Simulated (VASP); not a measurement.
# Ag (Im-3m) in VASP: a series of runs, part 2 of 2

VASP 6.6.1. The steps go on from the part before.

## (4) Single point, r2SCAN

This run uses another cell than the first one, of 13.60 Å³/atom.

File POSCAR:

```
Ag
1.0
   -1.5036865946      1.5036865946      1.5036865946
    1.5036865946     -1.5036865946      1.5036865946
    1.5036865946      1.5036865946     -1.5036865946
Ag
1
Direct
    0.0000000000      0.0000000000      0.0000000000
```

File INCAR.step1:

```
SYSTEM = Ag
PREC = Accurate
ENCUT = 520
ISMEAR = 0
SIGMA = 0.1
LREAL = .False.
LASPH = .True.
NELM = 60
NBANDS = 12
GGA = PE
ALGO = Normal
EDIFF = 1E-4
LWAVE = .True.
LCHARG = .False.
```

File INCAR.step2:

```
SYSTEM = Ag
PREC = Accurate
ENCUT = 520
EDIFF = 1E-6
ISMEAR = 0
SIGMA = 0.1
LREAL = .False.
LASPH = .True.
NELM = 60
ALGO = Normal
ISIF = 2
LWAVE = .False.
LCHARG = .False.
METAGGA = R2SCAN
LMIXTAU = .True.
NBANDS = 12
ISTART = 1
```

File KPOINTS:

```
Automatic mesh
0
Gamma
  20 20 20
  0 0 0
```

Potentials or basis: VASP PAW PBE potentials, release 64 (Ag).

Command:

```sh
cat potpaw_PBE.64/Ag/POTCAR > POTCAR
cp INCAR.step1 INCAR
mpirun -np 1 vasp_std > vasp.out
cp INCAR.step2 INCAR
mpirun -np 1 vasp_std > vasp.out
```

OUTCAR:

```text
SYSTEM = Ag
   PREC = Accurate
   ENCUT = 520
   EDIFF = 1E-6
   ISMEAR = 0
   LREAL = .False.
   LASPH = .True.
   NELM = 60
   ISIF = 2
   METAGGA = R2SCAN
   ISTART = 1

 ion  position               nearest neighbor table
   1  0.000  0.000  0.000-

  LATTYP: Found a body centered cubic cell.
 ALAT       =     3.0073731892

  Lattice vectors:

 A1 = (  -1.5036865946,   1.5036865946,   1.5036865946)
 A2 = (   1.5036865946,  -1.5036865946,   1.5036865946)
 A3 = (   1.5036865946,   1.5036865946,  -1.5036865946)

Analysis of symmetry for initial positions (statically):
=====================================================================
 Subroutine PRICEL returns:
 Original cell was already a primitive cell.

 Routine SETGRP: Setting up the symmetry group for a
 body centered cubic supercell.

 Subroutine GETGRP returns: Found 48 space group operations
 (whereof 48 operations were pure point group operations)
 out of a pool of 48 trial point group operations.

The static configuration has the point symmetry O_h .

Analysis of symmetry for dynamics (positions and initial velocities):
=====================================================================
 Subroutine PRICEL returns:
 Original cell was already a primitive cell.

 Routine SETGRP: Setting up the symmetry group for a
 body centered cubic supercell.

 Subroutine GETGRP returns: Found 48 space group operations
 (whereof 48 operations were pure point group operations)
 out of a pool of 48 trial point group operations.

The dynamic configuration has the point symmetry O_h .

 Subroutine INISYM returns: Found 48 space group operations
 (whereof 48 operations are pure point group operations),
 and found     1 'primitive' translations

----------------------------------------------------------------------------------------

                                     Primitive cell

[... 108 lines left out ...]
     AMIX_MAG =   1.60;   BMIX_MAG =  1.00
  volume/ion in A,a.u.               =      13.60        91.78
  Fermi-wavevector in a.u.,A,eV,Ry     =   1.525323  2.882442 31.655442  2.326609
  Thomas-Fermi vector in A             =   2.633509
   LORBIT       =      0    0 simple, 1 ext, 2 COOP (PROOUT), +10 PAW based schemes
   METAGGA = R2SCAN    functional components
   LHFCALC =     F    Hartree Fock is set to
   AEXX    =    0.0000 exact exchange contribution
   IVDW    =     0    specifies the selected vdW correction
   LEPSILON=     F    determine dielectric tensor
   LRPA    =     F    only Hartree local field effects (RPA)
 non-spin polarized calculation
 Gauss-broadening in eV      SIGMA  =   0.10
  energy-cutoff  :      520.00
  volume of cell :       13.60
 maximum number of plane-waves:       378
   NGX =  9   NGY =  9   NGZ =  9

 number of electron      11.0000005 magnetization

 Free energy of the ion-electron system (eV)
  ---------------------------------------------------
  ext. energy  EPLUGINS =         0.00000000
  ---------------------------------------------------
  free energy    TOTEN  =       -20.85486799 eV

  energy without entropy =      -20.85270859  energy(sigma->0) =      -20.85378829

 E-fermi :  12.1171     XC(G=0): -14.6287

 val. band max:       12.1107905468   @ k =  -0.3000   0.4500   0.1000
 cond. band min:      12.1419357331   @ k =   0.2000   0.1500   0.1500
 fundamental gap:      0.0311451863
 Fermi energy:        12.1170775713

 k-point     1 :       0.0000    0.0000    0.0000
  band No.  band energies     occupation
      1       2.1380      2.00000
      2       5.6865      2.00000
      3       5.6865      2.00000
      4       5.6865      2.00000
      5       7.6482      2.00000
      6       7.6482      2.00000
      7      31.4340      0.00000
      8      31.4340      0.00000
      9      31.4340      0.00000
     10      40.3399      0.00000
     11      40.3399      0.00000
     12      42.2862      0.00000
[... 331 lines left out ...]
 k-point    24 :       0.2500    0.1000    0.0000
  band No.  band energies     occupation
      1       4.1056      2.00000
      2       4.9423      2.00000
      3       6.3763      2.00000
      4       7.2946      2.00000
      5       7.8502      2.00000
      6       8.7177      2.00000
      7      24.4995      0.00000
      8      27.8453      0.00000
      9      31.2490      0.00000
     10      34.4248      0.00000
     11      38.8880      0.00000
     12      39.2063      0.00000

 [... further k-points ...]
[... 5 lines left out ...]
  --------------------------------------------------------------------------------------
  -------------------------------------------------------------------------------------
  Total        4.3196358      4.3196358      4.3196358     -0.0000000      0.0000000     -0.0000000
  in kB      508.8921351    508.8921351    508.8921351     -0.0000000      0.0000000     -0.0000000
  external PRESSURE =     508.8921351 kB  Pullay stress =       0.0000000 kB

 VOLUME and BASIS-vectors are now :
 -----------------------------------------------------------------------------
  energy-cutoff  :      520.00
  volume of cell :       13.60
      direct lattice vectors                 reciprocal lattice vectors
    -1.503686595  1.503686595  1.503686595     0.000000000  0.332516099  0.332516099
     1.503686595 -1.503686595  1.503686595     0.332516099  0.000000000  0.332516099
     1.503686595  1.503686595 -1.503686595     0.332516099  0.332516099  0.000000000

 POSITION                                       TOTAL-FORCE (eV/Angst)
 -----------------------------------------------------------------------------------
      0.00000      0.00000      0.00000        -0.000000      0.000000     -0.000000
 -----------------------------------------------------------------------------------
    total drift:                                0.000000     -0.000000      0.000000

  FREE ENERGIE OF THE ION-ELECTRON SYSTEM (eV)
  ---------------------------------------------------
  free  energy   TOTEN  =       -20.8548679881 eV

  energy  without entropy=      -20.8527085927  energy(sigma->0) =      -20.85378829
```

OUTCAR.step1:

```text
SYSTEM = Ag
   PREC = Accurate
   ENCUT = 520
   ISMEAR = 0
   LREAL = .False.
   LASPH = .True.
   NELM = 60
[... 576 lines left out ...]
 -----------------------------------------------------------------------------------
      0.00000      0.00000      0.00000         0.000000     -0.000000      0.000000
 -----------------------------------------------------------------------------------
    total drift:                                0.000000     -0.000000      0.000000

  FREE ENERGIE OF THE ION-ELECTRON SYSTEM (eV)
  ---------------------------------------------------
  free  energy   TOTEN  =        -2.1381391123 eV

  energy  without entropy=       -2.1361286718  energy(sigma->0) =       -2.13713389
```

Wall time 2.1 min (1 thread of Intel Xeon Platinum 8488C (Sapphire Rapids), shared host); peak memory 0.16 GiB.

What came out:

```yaml
Free_energy: -20.8549 eV
Pressure: 50.9 GPa
Band_gap_on_the_k_mesh: zero (an odd number of electrons rules out a gap without spin polarisation)
```

Caveat: the cell stands under pressure; the PAW data sets were made with another functional, which shifts forces and pressure a little.

## (5) Relaxation of cell and atoms, r2SCAN, target pressure 25 GPa, at which the enthalpy is minimised

This run uses another cell than the first one, of 14.69 Å³/atom.

File POSCAR:

```
Ag
1.0
   -1.5429191407      1.5429191407      1.5429191407
    1.5429191407     -1.5429191407      1.5429191407
    1.5429191407      1.5429191407     -1.5429191407
Ag
1
Direct
    0.0000000000      0.0000000000      0.0000000000
```

File INCAR.step1:

```
PREC     = Accurate       # precision mode
ENCUT    = 600            # plane-wave cutoff, eV
ISMEAR   = 0              # smearing method
SIGMA    = 0.1            # smearing width, eV
LREAL    = False          # projectors in reciprocal space
LASPH    = True           # aspherical terms in the spheres
NELM     = 100            # most SCF steps
GGA      = PE             # functional
ALGO     = Normal         # electronic algorithm
EDIFF    = 1E-4           # SCF threshold, eV
LWAVE    = True           # write WAVECAR
LCHARG   = False          # write CHGCAR
```

File INCAR.step2:

```
PREC     = Accurate       # precision mode
ENCUT    = 600            # plane-wave cutoff, eV
EDIFF    = 1E-6           # SCF threshold, eV
ISMEAR   = 0              # smearing method
SIGMA    = 0.1            # smearing width, eV
LREAL    = False          # projectors in reciprocal space
LASPH    = True           # aspherical terms in the spheres
NELM     = 100            # most SCF steps
ALGO     = Normal         # electronic algorithm
ISIF     = 3              # what is computed and relaxed
LWAVE    = False          # write WAVECAR
LCHARG   = False          # write CHGCAR
METAGGA  = R2SCAN         # meta-GGA
LMIXTAU  = True         
IBRION   = 2              # ionic algorithm
NSW      = 70             # ionic steps
EDIFFG   = -0.008         # ionic threshold
PSTRESS  = 250.0        
ISTART   = 1
```

File KPOINTS:

```
Automatic mesh
0
Gamma
  18 18 18
```

Command:

```sh
cat potpaw_PBE.64/Ag/POTCAR > POTCAR
cp INCAR.step1 INCAR
mpirun -np 1 vasp_std > vasp.out
cp INCAR.step2 INCAR
mpirun -np 1 vasp_std > vasp.out
```

Wall time 2.8 min (1 thread of Intel Xeon Platinum 8488C (Sapphire Rapids), shared host); peak memory 0.18 GiB.

The run converged. Its results:

```yaml
Free_energy: -21.1504 eV
Relaxed_volume: 14.89 Å³/atom
Relaxed_cell: a = 2.685 Å, b = 2.685 Å, c = 2.685 Å, α = 109.47°, β = 109.47°, γ = 109.47°
Space_group_after_relaxing_to_0.1_Å: Im-3m (No. 229)
Energy_change_on_relaxing_the_run_minimises_the_enthalpy: -33.6 meV/atom
Ionic_steps: 3
Pressure_after_relaxing: 25.0 GPa
Band_gap_on_the_k_mesh: zero (an odd number of electrons rules out a gap without spin polarisation)
```

Step by step:
```
step  energy change (eV)  largest force (eV/Å)  pressure (GPa)  volume (Å³)
   1              0.0000                0.0000           28.23        14.69
   2             -0.0930                0.0000           18.78        15.33
   3             -0.0336                0.0000           25.00        14.89
```

Final structure:
```
Ag
1.0
    -1.54998    1.54998    1.54998
     1.54998   -1.54998    1.54998
     1.54998    1.54998   -1.54998
Ag
1
Direct
  0.00000 0.00000 0.00000
```

Levels at points of the mesh, in eV from the Fermi level:
```
           k point  band 4  band 5  band 6  band 7  band 8  band 9
(0.00, 0.00, 0.00)   -5.90   -4.21   -4.21   19.15   19.15   19.15
(0.50, 0.00, 0.00)   -4.03   -2.87   -0.41    5.16   14.35   16.47
(0.50, 0.50, 0.50)   -3.19   -3.19    7.66    7.66    7.66   15.28
```

Caveat: the cell is relaxed towards a set pressure, so the run minimises the enthalpy, not the energy; the PAW data sets were made with another functional, which shifts forces and pressure a little.

## (6) Summary

| task | cell | k mesh | cutoff (eV) | gap on the mesh (eV) | pressure (GPa) |
| --- | --- | --- | --- | --- | --- |
| single point | a = 2.821 Å, angles 109.5°, 1 atom | 18 × 18 × 18 | 520 | none | 1.1 |
| single point | a = 2.840 Å, angles 109.5°, 1 atom | 18 × 18 × 18 | 520 | none | -0.8 |
| single point | a = 2.604 Å, angles 109.5°, 1 atom | 20 × 20 × 20 | 520 | none | 50.9 |
| relaxation of cell and atoms | relaxed to 25 GPa from a = 2.672 Å, angles 109.5°, 1 atom | 18 × 18 × 18 | 600 | none | 25.0 |

Alike in all rows: level r2SCAN; potentials or basis VASP PAW PBE potentials, release 64 (Ag); no spin polarisation; smearing gaussian 0.1 eV.

Caveats: the PAW data sets were made with another functional, which shifts forces and pressure a little; the cell stands under pressure (at least some runs); the cell is relaxed towards a set pressure, so the run minimises the enthalpy, not the energy (at least some runs).

Total energies depend on the potentials used, so only differences within one code and one set of settings carry meaning.
